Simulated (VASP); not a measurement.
# BeTe (F-43m) in VASP: a series of runs, part 2 of 2

VASP 6.6.1. The steps go on from the part before.

**3. Electric field gradients, PBE (volume scaled by 1.025)**

The input, INCAR:

```
PREC = Accurate
ENCUT = 520
EDIFF = 1E-8
ISMEAR = -1
SIGMA = 0.05
LREAL = False
LASPH = True
NELM = 60
ALGO = Normal
ISIF = 2
LWAVE = False
LCHARG = False
GGA = PE
LEFG = True
NBANDS = 11
```

The input, KPOINTS:

```
regular mesh
0
Gamma
  11 11 11
```

The input, POSCAR:

```
BeTe
1.0
    0.0000000000      2.7928936002      2.7928936002
    2.7928936002      0.0000000000      2.7928936002
    2.7928936002      2.7928936002      0.0000000000
Be Te
1 1
Direct
    0.0000000000      0.0000000000      0.0000000000
    0.7500000000      0.7500000000      0.7500000000
```

Potentials or basis: VASP PAW PBE potentials, release 64 (Be, Te).

On the command line:

```bash
cat potpaw_PBE.64/Be/POTCAR potpaw_PBE.64/Te/POTCAR > POTCAR
mpirun -np 1 vasp_std > vasp.out
```

OUTCAR:

```text
PREC = Accurate
   ENCUT = 520
   EDIFF = 1E-8
   ISMEAR = -1
   LREAL = False
   LASPH = True
   NELM = 60
   ISIF = 2
   GGA = PE

 ion  position               nearest neighbor table
   1  0.000  0.000  0.000-   2 2.42   2 2.42   2 2.42   2 2.42
   2  0.750  0.750  0.750-   1 2.42   1 2.42   1 2.42   1 2.42

  LATTYP: Found a face centered cubic cell.
 ALAT       =     5.5857872004

  Lattice vectors:

 A1 = (   0.0000000000,   2.7928936002,   2.7928936002)
 A2 = (   2.7928936002,   0.0000000000,   2.7928936002)
 A3 = (   2.7928936002,   2.7928936002,   0.0000000000)

Analysis of symmetry for initial positions (statically):
=====================================================================
 Subroutine PRICEL returns:
 Original cell was already a primitive cell.

 Routine SETGRP: Setting up the symmetry group for a
 face centered cubic supercell.

 Subroutine GETGRP returns: Found 24 space group operations
 (whereof 24 operations were pure point group operations)
 out of a pool of 48 trial point group operations.

The static configuration has the point symmetry T_d .

Analysis of symmetry for dynamics (positions and initial velocities):
=====================================================================
 Subroutine PRICEL returns:
 Original cell was already a primitive cell.

 Routine SETGRP: Setting up the symmetry group for a
 face centered cubic supercell.

 Subroutine GETGRP returns: Found 24 space group operations
 (whereof 24 operations were pure point group operations)
 out of a pool of 48 trial point group operations.

The dynamic configuration has the point symmetry T_d .

 Subroutine INISYM returns: Found 24 space group operations
 (whereof 24 operations are pure point group operations),
 and found     1 'primitive' translations

----------------------------------------------------------------------------------------

                                     Primitive cell

  volume of cell :      43.5706

  direct lattice vectors                    reciprocal lattice vectors
     0.000000000  2.792893600  2.792893600    -0.179025796  0.179025796  0.179025796
     2.792893600  0.000000000  2.792893600     0.179025796 -0.179025796  0.179025796
     2.792893600  2.792893600  0.000000000     0.179025796  0.179025796 -0.179025796

  length of vectors
     3.949748008  3.949748008  3.949748008     0.310081775  0.310081775  0.310081775

  position of ions in fractional coordinates (direct lattice)
     0.000000000  0.000000000  0.000000000
     0.750000000  0.750000000  0.750000000

  ion indices of the primitive-cell ions
   primitive index   ion index
                 1           1
                 2           2

----------------------------------------------------------------------------------------

 KPOINTS: regular mesh

Automatic generation of k-mesh.
 Grid dimensions read from file:
 generate k-points for:   11   11   11

 Generating k-lattice:

[... 77 lines left out ...]
   EFERMI_NEDOS =   21; number of points for ismear=-14 and -15
   IALGO  =     38    algorithm
   IMIX   =      4    mixing-type and parameters
     AMIX     =   0.40;   BMIX     =  1.00
     AMIX_MAG =   1.60;   BMIX_MAG =  1.00
  volume/ion in A,a.u.               =      21.79       147.01
  Fermi-wavevector in a.u.,A,eV,Ry     =   0.930480  1.758352 11.779833  0.865793
  Thomas-Fermi vector in A             =   2.056873
   LORBIT       =      0    0 simple, 1 ext, 2 COOP (PROOUT), +10 PAW based schemes
   GGA     = PE    functional components
   LHFCALC =     F    Hartree Fock is set to
   AEXX    =    0.0000 exact exchange contribution
   IVDW    =     0    specifies the selected vdW correction
   LEPSILON=     F    determine dielectric tensor
   LRPA    =     F    only Hartree local field effects (RPA)
 non-spin polarized calculation
  energy-cutoff  :      520.00
  volume of cell :       43.57
 maximum number of plane-waves:      1211
 NGX is ok and might be reduce to    30
   NGX = 15   NGY = 15   NGZ = 15

 number of electron       7.9999999 magnetization

 Free energy of the ion-electron system (eV)
  ---------------------------------------------------
  ext. energy  EPLUGINS =         0.00000000
  ---------------------------------------------------
  free energy    TOTEN  =        -7.60913698 eV

  energy without entropy =       -7.60913698  energy(sigma->0) =       -7.60913698

 E-fermi :   6.3438     XC(G=0):  -9.1568

 val. band max:        5.3763878825   @ k =   0.0000   0.0000   0.0000
 cond. band min:       7.3118729118   @ k =   0.4545   0.4545   0.0000
 fundamental gap:      1.9354850293
 Fermi energy:         6.3438144719

 k-point     1 :       0.0000    0.0000    0.0000
  band No.  band energies     occupation
      1      -7.0868      2.00000
      2       5.3764      2.00000
      3       5.3764      2.00000
      4       5.3764      2.00000
      5       8.9646      0.00000
      6       8.9646      0.00000
      7       8.9646      0.00000
      8       9.3807      0.00000
      9      13.7290      0.00000
     10      15.6727      0.00000
     11      15.6727      0.00000
[... 309 lines left out ...]
 k-point    24 :      -0.1818    0.1818    0.0000
  band No.  band energies     occupation
      1      -6.2920      2.00000
      2       1.8623      2.00000
      3       3.1181      2.00000
      4       4.7248      2.00000
      5       9.4789      0.00000
      6       9.9800      0.00000
      7      10.5576      0.00000
      8      11.7159      0.00000
      9      13.4384      0.00000
     10      15.5924      0.00000
     11      16.2661      0.00000

 [... further k-points ...]

------------------------ aborting loop because EDIFF is reached ----------------------------------------

  FORCE on cell =-STRESS in cart. coord.  units (eV):
  Direction    XX          YY          ZZ          XY          YZ          ZX
  --------------------------------------------------------------------------------------
  -------------------------------------------------------------------------------------
  Total        0.7378499      0.7378499      0.7378499     -0.0000000     -0.0000000      0.0000000
  in kB       27.1322252     27.1322252     27.1322252     -0.0000000     -0.0000000      0.0000000
  external PRESSURE =      27.1322252 kB  Pullay stress =       0.0000000 kB

 VOLUME and BASIS-vectors are now :
 -----------------------------------------------------------------------------
  energy-cutoff  :      520.00
  volume of cell :       43.57
      direct lattice vectors                 reciprocal lattice vectors
     0.000000000  2.792893600  2.792893600    -0.179025796  0.179025796  0.179025796
     2.792893600  0.000000000  2.792893600     0.179025796 -0.179025796  0.179025796
     2.792893600  2.792893600  0.000000000     0.179025796  0.179025796 -0.179025796

 POSITION                                       TOTAL-FORCE (eV/Angst)
 -----------------------------------------------------------------------------------
      0.00000      0.00000      0.00000        -0.000000      0.000000      0.000000
      4.18934      4.18934      4.18934         0.000000     -0.000000     -0.000000
 -----------------------------------------------------------------------------------
    total drift:                               -0.000000     -0.000000     -0.000000

  FREE ENERGIE OF THE ION-ELECTRON SYSTEM (eV)
  ---------------------------------------------------
  free  energy   TOTEN  =        -7.6091369784 eV

  energy  without entropy=       -7.6091369783  energy(sigma->0) =       -7.60913698

 Electric field gradients (V/A^2)
---------------------------------------------------------------------
 ion       V_xx      V_yy      V_zz      V_xy      V_xz      V_yz
---------------------------------------------------------------------
   1       0.000     0.000     0.000    -0.000    -0.000    -0.000
   2      -0.000     0.000    -0.000     0.000     0.000     0.000
---------------------------------------------------------------------

 Electric field gradients after diagonalization (V/A^2)
 (convention: |V_zz| > |V_xx| > |V_yy|)
----------------------------------------------------------------------
 ion       V_xx      V_yy      V_zz     asymmetry (V_yy - V_xx)/ V_zz
----------------------------------------------------------------------
   1       0.000     0.000    -0.000       0.000
   2      -0.000    -0.000     0.000       0.000
----------------------------------------------------------------------

           NMR quadrupolar parameters

 Cq : quadrupolar parameter    Cq=e*Q*V_zz/h
 eta: asymmetry parameters     (V_yy - V_xx)/ V_zz
 Q  : nuclear electric quadrupole moment in mb (millibarn)
----------------------------------------------------------------------
 ion       Cq(MHz)       eta       Q (mb)
----------------------------------------------------------------------
   1      -0.000       0.000       1.000
   2       0.000       0.000       1.000
----------------------------------------------------------------------
```

OSZICAR:

```text
N       E                     dE             d eps       ncg     rms          rms(c)
DAV:   1     0.189988173796E+02    0.18999E+02   -0.32849E+03  1232   0.584E+02
DAV:   2    -0.664935200751E+01   -0.25648E+02   -0.24687E+02  1606   0.918E+01
DAV:   3    -0.775043483020E+01   -0.11011E+01   -0.10992E+01  1632   0.202E+01
DAV:   4    -0.776234780934E+01   -0.11913E-01   -0.11911E-01  1454   0.237E+00
DAV:   5    -0.776257877294E+01   -0.23096E-03   -0.23096E-03  1617   0.324E-01    0.429E+00
DAV:   6    -0.764308886409E+01    0.11949E+00   -0.14519E-01  1447   0.155E+00    0.256E+00
DAV:   7    -0.760823293070E+01    0.34856E-01   -0.11322E-01  1467   0.147E+00    0.526E-01
DAV:   8    -0.760881951755E+01   -0.58659E-03   -0.67093E-03  1406   0.477E-01    0.842E-02
DAV:   9    -0.760906781398E+01   -0.24830E-03   -0.35025E-04  1495   0.110E-01    0.338E-02
DAV:  10    -0.760913287859E+01   -0.65065E-04   -0.82615E-05  1360   0.472E-02    0.165E-02
DAV:  11    -0.760913441732E+01   -0.15387E-05   -0.24988E-06  1666   0.909E-03    0.123E-02
DAV:  12    -0.760913670725E+01   -0.22899E-05   -0.51357E-06  1316   0.133E-02    0.933E-03
DAV:  13    -0.760913681649E+01   -0.10925E-06   -0.43197E-08  1630   0.153E-03    0.309E-03
DAV:  14    -0.760913696832E+01   -0.15183E-06   -0.79973E-09  1399   0.520E-04    0.497E-04
DAV:  15    -0.760913700733E+01   -0.39005E-07   -0.16373E-09   910   0.210E-04    0.599E-04
DAV:  16    -0.760913698477E+01    0.22564E-07   -0.26343E-10   670   0.108E-04    0.151E-04
DAV:  17    -0.760913697837E+01    0.63957E-08   -0.49248E-11   643   0.412E-05
   1 F= -.76091370E+01 E0= -.76091370E+01  d E =-.687833E-10
```

stdout:

```text
POSCAR found type information on POSCAR BeTe
 POSCAR found :  2 types and       2 ions
 scaLAPACK will be used
 LDA part: xc-table for (Slater+PW92), standard interpolation
 POSCAR, INCAR and KPOINTS ok, starting setup
 FFT: planning ... GRIDC
 FFT: planning ... GRID_SOFT
 FFT: planning ... GRID
 WAVECAR not read
 entering main loop
ion   1

ion   2
```

Run time: 46 s. Hardware: 1 thread of AMD EPYC 7R13, shared host; peak memory 0.15 GiB.

Results:

- Free energy: -7.6091 eV
- Pressure: 2.7 GPa
- Band gap on the k mesh: 1.94 eV, indirect (least direct gap 3.59 eV)

Caveat: without QUAD_EFG the Cq values of the log hold for a quadrupole moment of 1 mb, not for the nuclei; spin-orbit coupling is left out, which moves the levels of the heavy elements. A k mesh can miss the band edges.
